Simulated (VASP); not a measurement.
# Os (Fm-3m) in VASP: single point with LDA

Aim: the single point of Os with LDA.

All numbers are computed with VASP 6.6.1; they aren't measurements. Logs are shortened: lines on timing, memory, paths and dates and some standing lists are left out, and cuts for length are marked.

**1. The cell of the first run**

Symmetry: Fm-3m, No. 225, cubic system. The conventional cell has a = 3.804 Å, b = 3.804 Å, c = 3.804 Å, α = 90.00°, β = 90.00°, γ = 90.00°. Os (site symmetry m-3m) has 12 Os at 2.69 Å within 3.5 Å.

This isn't the form of Os at room conditions, which is hcp.

**2. Single point, LDA**

INCAR

```
SYSTEM = Os
PREC = Accurate
ENCUT = 560
EDIFF = 1E-6
ISMEAR = -1
SIGMA = 0.05
LREAL = .FALSE.
LASPH = .TRUE.
NELM = 120
ALGO = Normal
ISIF = 2
LWAVE = .FALSE.
LCHARG = .TRUE.
LELF = .TRUE.
LVHAR = .TRUE.
NBANDS = 14
GGA_COMPAT = .FALSE.
```

KPOINTS

```
regular mesh
0
G
  10 10 10
  0 0 0
```

POSCAR

```
Os
1.0
    0.0000000000      1.9021139362      1.9021139362
    1.9021139362      0.0000000000      1.9021139362
    1.9021139362      1.9021139362      0.0000000000
Os
1
Direct
    0.0000000000      0.0000000000      0.0000000000
```

Potentials or basis: VASP PAW LDA potentials, release 64 (Os_sv_GW).

Run with:

```
$ cat potpaw_LDA.64/Os_sv_GW/POTCAR > POTCAR
$ mpirun -np 1 vasp_std > vasp.out
```

OUTCAR:

```text
SYSTEM = Os
   PREC = Accurate
   ENCUT = 560
   EDIFF = 1E-6
   ISMEAR = -1
   LREAL = .FALSE.
   LASPH = .TRUE.
   NELM = 120
   ISIF = 2

 ion  position               nearest neighbor table
   1  0.000  0.000  0.000-

  LATTYP: Found a face centered cubic cell.
 ALAT       =     3.8042278724

  Lattice vectors:

 A1 = (   0.0000000000,   1.9021139362,   1.9021139362)
 A2 = (   1.9021139362,   0.0000000000,   1.9021139362)
 A3 = (   1.9021139362,   1.9021139362,   0.0000000000)

Analysis of symmetry for initial positions (statically):
=====================================================================
 Subroutine PRICEL returns:
 Original cell was already a primitive cell.

 Routine SETGRP: Setting up the symmetry group for a
 face centered cubic supercell.

 Subroutine GETGRP returns: Found 48 space group operations
 (whereof 48 operations were pure point group operations)
 out of a pool of 48 trial point group operations.

The static configuration has the point symmetry O_h .

Analysis of symmetry for dynamics (positions and initial velocities):
=====================================================================
 Subroutine PRICEL returns:
 Original cell was already a primitive cell.

 Routine SETGRP: Setting up the symmetry group for a
 face centered cubic supercell.

 Subroutine GETGRP returns: Found 48 space group operations
 (whereof 48 operations were pure point group operations)
 out of a pool of 48 trial point group operations.

The dynamic configuration has the point symmetry O_h .

 Subroutine INISYM returns: Found 48 space group operations
 (whereof 48 operations are pure point group operations),
 and found     1 'primitive' translations

----------------------------------------------------------------------------------------

                                     Primitive cell

  volume of cell :      13.7638

  direct lattice vectors                    reciprocal lattice vectors
     0.000000000  1.902113936  1.902113936    -0.262865431  0.262865431  0.262865431
     1.902113936  0.000000000  1.902113936     0.262865431 -0.262865431  0.262865431
     1.902113936  1.902113936  0.000000000     0.262865431  0.262865431 -0.262865431

  length of vectors
     2.689995326  2.689995326  2.689995326     0.455296282  0.455296282  0.455296282

  position of ions in fractional coordinates (direct lattice)
     0.000000000  0.000000000  0.000000000

  ion indices of the primitive-cell ions
   primitive index   ion index
                 1           1

----------------------------------------------------------------------------------------

 KPOINTS: regular mesh

Automatic generation of k-mesh.
 Grid dimensions read from file:
 generate k-points for:   10   10   10

 Generating k-lattice:

  Cartesian coordinates                     Fractional coordinates (reciprocal lattice)
    -0.026286543  0.026286543  0.026286543     0.100000000  0.000000000  0.000000000
     0.026286543 -0.026286543  0.026286543     0.000000000  0.100000000  0.000000000
     0.026286543  0.026286543 -0.026286543     0.000000000  0.000000000  0.100000000

  Length of vectors
     0.045529628  0.045529628  0.045529628

  Shift w.r.t. Gamma in fractional coordinates (k-lattice)
     0.000000000  0.000000000  0.000000000

 Subroutine IBZKPT returns following result:
 ===========================================

 Found     47 irreducible k-points:

 Following reciprocal coordinates:
            Coordinates               Weight
  0.000000  0.000000  0.000000      1.000000
  0.100000  0.000000  0.000000      8.000000
  0.200000  0.000000  0.000000      8.000000
  0.300000  0.000000  0.000000      8.000000
  0.400000  0.000000  0.000000      8.000000
  0.500000  0.000000  0.000000      4.000000
[... 16 lines left out ...]
  0.300000  0.300000  0.000000      6.000000
  0.400000  0.300000  0.000000     24.000000
 [... further k-points ...]
   k-points           NKPTS =     47   k-points in BZ     NKDIM =     47   number of bands    NBANDS=     14
   number of dos      NEDOS =    301   number of ions     NIONS =      1
   total plane-waves  NPLWV =  13824
   dimension x,y,z NGX =    24 NGY =   24 NGZ =   24
   dimension x,y,z NGXF=    48 NGYF=   48 NGZF=   48
   ions per type =               1
   NGX,Y,Z   is equivalent  to a cutoff of  14.83, 14.83, 14.83 a.u.
   NGXF,Y,Z  is equivalent  to a cutoff of  29.66, 29.66, 29.66 a.u.
 SYSTEM =  Os
   PREC   = accura    normal or accurate (medium, high low for compatibility)
   ISTART =      0    job   : 0-new  1-cont  2-samecut
   ICHARG =      2    charge: 1-file 2-atom 10-const
   ISPIN  =      1    spin polarized calculation?
   LNONCOLLINEAR =      F non collinear calculations
   LSORBIT =      F    spin-orbit coupling
   LASPH  =      T    aspherical Exc in radial PAW
   ENCUT  =  560.0 eV  41.16 Ry    6.42 a.u.   5.19  5.19  5.19*2*pi/ulx,y,z
   NELM   =    120;   NELMIN=  2; NELMDL= -5     # of ELM steps
   EDIFF  = 0.1E-05   stopping-criterion for ELM
   LREAL  =      F    real-space projection
[... 7 lines left out ...]
   TEBEG  =    0.0;   TEEND  =   0.0 temperature during run
   PSTRESS=    0.0 pullay stress
   NELECT =      16.0000    total number of electrons
   NUPDOWN=      -1.0000    fix difference up-down
   EMIN   =  10.00;   EMAX   =-10.00  energy-range for DOS
   EFERMI =   0.00;   METHOD = LEGACY
   ISMEAR =    -1;   SIGMA  =   0.05  broadening in eV -4-tet -1-fermi 0-gaus
   EFERMI_NEDOS =   21; number of points for ismear=-14 and -15
   IALGO  =     38    algorithm
   IMIX   =      4    mixing-type and parameters
     AMIX     =   0.40;   BMIX     =  1.00
     AMIX_MAG =   1.60;   BMIX_MAG =  1.00
  volume/ion in A,a.u.               =      13.76        92.88
  Fermi-wavevector in a.u.,A,eV,Ry     =   1.721346  3.252873 40.314522  2.963034
  Thomas-Fermi vector in A             =   2.797616
   LORBIT       =      0    0 simple, 1 ext, 2 COOP (PROOUT), +10 PAW based schemes
   GGA     = CA    functional components
   LHFCALC =     F    Hartree Fock is set to
   AEXX    =    0.0000 exact exchange contribution
   IVDW    =     0    specifies the selected vdW correction
   LEPSILON=     F    determine dielectric tensor
   LRPA    =     F    only Hartree local field effects (RPA)
 non-spin polarized calculation
  energy-cutoff  :      560.00
  volume of cell :       13.76
 maximum number of plane-waves:       424
 NGX is ok and might be reduce to    24
   NGX = 11   NGY = 11   NGZ = 11

 number of electron      16.0000000 magnetization

 Free energy of the ion-electron system (eV)
  ---------------------------------------------------
  ext. energy  EPLUGINS =         0.00000000
  ---------------------------------------------------
  free energy    TOTEN  =       -13.63315311 eV

  energy without entropy =      -13.62128427  energy(sigma->0) =      -13.62721869

 E-fermi :  13.7857     XC(G=0): -14.9136

 val. band max:       13.7764883477   @ k =   0.3000   0.1000   0.0000
 cond. band min:      13.8047225993   @ k =   0.0000   0.0000   0.0000
 fundamental gap:      0.0282342516
 Fermi energy:        13.7856540521

 k-point     1 :       0.0000    0.0000    0.0000
  band No.  band energies     occupation
      1     -72.3786      2.00000
      2     -31.4327      2.00000
      3     -31.4327      2.00000
      4     -31.4327      2.00000
      5       2.8259      2.00000
      6      10.6409      2.00000
      7      10.6409      2.00000
      8      10.6409      2.00000
      9      13.8047      0.81159
     10      13.8047      0.81159
     11      27.0867      0.00000
     12      32.9149      0.00000
     13      32.9149      0.00000
     14      32.9149      0.00000

 k-point     2 :       0.1000    0.0000    0.0000
  band No.  band energies     occupation
      1     -72.3680      2.00000
      2     -31.5499      2.00000
      3     -31.4480      2.00000
      4     -31.4480      2.00000
      5       3.3004      2.00000
      6      10.3669      2.00000
      7      10.8455      2.00000
      8      10.8455      2.00000
      9      13.6597      1.85104
     10      13.6597      1.85104
     11      27.9485      0.00000
     12      31.2551      0.00000
     13      33.7621      0.00000
     14      33.7621      0.00000

 k-point     3 :       0.2000    0.0000    0.0000
  band No.  band energies     occupation
      1     -72.3399      2.00000
      2     -31.8494      2.00000
      3     -31.4879      2.00000
      4     -31.4879      2.00000
      5       4.5088      2.00000
      6       9.9457      2.00000
      7      11.1539      2.00000
      8      11.1539      2.00000
      9      13.6473      1.88173
     10      13.6473      1.88173
     11      28.4503      0.00000
     12      30.3378      0.00000
     13      36.0931      0.00000
     14      36.0931      0.00000
[... 324 lines left out ...]
 k-point    23 :       0.3000    0.3000    0.0000
  band No.  band energies     occupation
      1     -72.2825      2.00000
      2     -32.1724      2.00000
      3     -31.7132      2.00000
      4     -31.7132      2.00000
      5       6.4532      2.00000
      6       7.7652      2.00000
      7      11.7709      2.00000
      8      13.8615      0.35999
      9      13.8615      0.35999
     10      15.3119      0.00000
     11      31.1222      0.00000
     12      31.1222      0.00000
     13      32.2006      0.00000
     14      35.3888      0.00000

 k-point    24 :       0.4000    0.3000    0.0000
  band No.  band energies     occupation
      1     -72.2603      2.00000
      2     -32.3237      2.00000
      3     -31.7978      2.00000
      4     -31.7604      2.00000
      5       6.7010      2.00000
      6       7.5247      2.00000
      7      11.9007      2.00000
      8      14.1226      0.00237
      9      15.9269      0.00000
     10      16.1429      0.00000
     11      27.6267      0.00000
     12      29.6901      0.00000
     13      31.1986      0.00000
     14      35.8570      0.00000

 [... further k-points ...]
[... 5 lines left out ...]
  --------------------------------------------------------------------------------------
  -------------------------------------------------------------------------------------
  Total        0.0381744      0.0381744      0.0381744     -0.0000000     -0.0000000      0.0000000
  in kB        4.4436892      4.4436892      4.4436892     -0.0000000     -0.0000000      0.0000000
  external PRESSURE =       4.4436892 kB  Pullay stress =       0.0000000 kB

 VOLUME and BASIS-vectors are now :
 -----------------------------------------------------------------------------
  energy-cutoff  :      560.00
  volume of cell :       13.76
      direct lattice vectors                 reciprocal lattice vectors
     0.000000000  1.902113936  1.902113936    -0.262865431  0.262865431  0.262865431
     1.902113936  0.000000000  1.902113936     0.262865431 -0.262865431  0.262865431
     1.902113936  1.902113936  0.000000000     0.262865431  0.262865431 -0.262865431

 POSITION                                       TOTAL-FORCE (eV/Angst)
 -----------------------------------------------------------------------------------
      0.00000      0.00000      0.00000         0.000000      0.000000      0.000000
 -----------------------------------------------------------------------------------
    total drift:                               -0.000000     -0.000000     -0.000000

  FREE ENERGIE OF THE ION-ELECTRON SYSTEM (eV)
  ---------------------------------------------------
  free  energy   TOTEN  =       -13.6331531057 eV

  energy  without entropy=      -13.6212842653  energy(sigma->0) =      -13.62721869
```

Run time: 9.3 s. Hardware: 1 thread of Intel Xeon Platinum 8488C (Sapphire Rapids), shared host; peak memory 0.14 GiB.

What came out:

| Property | Result |
| --- | --- |
| Free energy | -13.6332 eV |
| Pressure | 0.4 GPa |
| Band gap on the k mesh | zero (bands 8 and 9 overlap by 4.14 eV) |

Levels at points of the mesh, in eV from the Fermi level:
```tsv
k point	band 5	band 6	band 7	band 8	band 9	band 10	band 11	band 12
(0.00, 0.00, 0.00)	-10.96	-3.14	-3.14	-3.14	0.02	0.02	13.30	19.13
(0.50, 0.00, 0.00)	-7.90	-3.30	-3.30	-0.17	2.51	2.51	9.21	13.00
(0.50, 0.50, 0.00)	-7.82	-7.12	2.43	2.48	3.22	3.22	12.08	12.08
```

Caveat: spin-orbit coupling is left out, which moves the levels of the heavy elements.

The gap in the log of VASP goes by the Fermi energy; the results here count the filled bands.